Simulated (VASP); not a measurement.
Wanted: the native input for a VASP 6.6.1 run.

```
Task                               : single point
Functional                         : r2SCAN0
Potentials or basis                : VASP PAW PBE potentials, release 64 (Mg, O)
Cutoff                             : 520 eV
k mesh                             : 6 × 6 × 6
Occupations                        : fermi-dirac, width 0.05 eV
Spin                               : no spin polarisation
Dipole correction                  : no
Grid for exact exchange (PRECFOCK) : Normal
Further INCAR settings             : ALGO = Normal; EDIFF = 1e-07; NBANDS = 11
Share of exact exchange            : 0.25
```

MgO:

```
CELL_PARAMETERS angstrom
0.00000 2.09700 2.09700
2.09700 0.00000 2.09700
2.09700 2.09700 0.00000
ATOMIC_POSITIONS crystal
Mg 0.00000 0.00000 0.00000
O 0.50000 0.50000 0.50000
```

The input as run:

POSCAR

```
MgO
1.0
    0.0000000000      2.0970013927      2.0970013927
    2.0970013927      0.0000000000      2.0970013927
    2.0970013927      2.0970013927      0.0000000000
Mg O
1 1
Direct
    0.0000000000      0.0000000000      0.0000000000
    0.5000000000      0.5000000000      0.5000000000
```

INCAR.step1

```
SYSTEM = MgO
  PREC = Accurate
  ENCUT = 520
  EDIFF = 1E-5
  ISMEAR = -1
  SIGMA = 0.05
  LREAL = .False.
  LASPH = .True.
  NELM = 60
  ALGO = Normal
  ISIF = 2
  LWAVE = .True.
  GGA = PE
  NBANDS = 11
```

INCAR.step2

```
SYSTEM = MgO
  PREC = Accurate
  ENCUT = 520
  EDIFF = 1E-7
  ISMEAR = -1
  SIGMA = 0.05
  LREAL = .False.
  LASPH = .True.
  NELM = 60
  ALGO = Normal
  ISIF = 2
  LWAVE = .False.
  LCHARG = .True.
  METAGGA = R2SCAN
  LHFCALC = .True.
  AEXX = 0.25
  LMIXTAU = .True.
  PRECFOCK = Normal
  LELF = .True.
  LVHAR = .True.
  ISTART = 1
  NBANDS = 11
```

KPOINTS

```
regular mesh
0
Gamma
  6 6 6
  0 0 0
```

Potentials or basis: VASP PAW PBE potentials, release 64 (Mg, O).

Run with:

```console
$ cat potpaw_PBE.64/Mg/POTCAR potpaw_PBE.64/O/POTCAR > POTCAR
$ cp INCAR.step1 INCAR
$ mpirun -np 1 vasp_std > vasp.out
$ cp INCAR.step2 INCAR
$ mpirun -np 1 vasp_std > vasp.out
```

Results of the run:

```
Pressure               : -3.0 GPa
Band gap on the k mesh : 7.93 eV
```

Caveat: the k points lie up to 0.43 Å⁻¹ apart; the PAW data sets were made with another functional, which shifts forces and pressure a little.

It took 23 min on 1 thread of Intel Xeon 8259CL (shared host), peak memory 0.16 GiB.
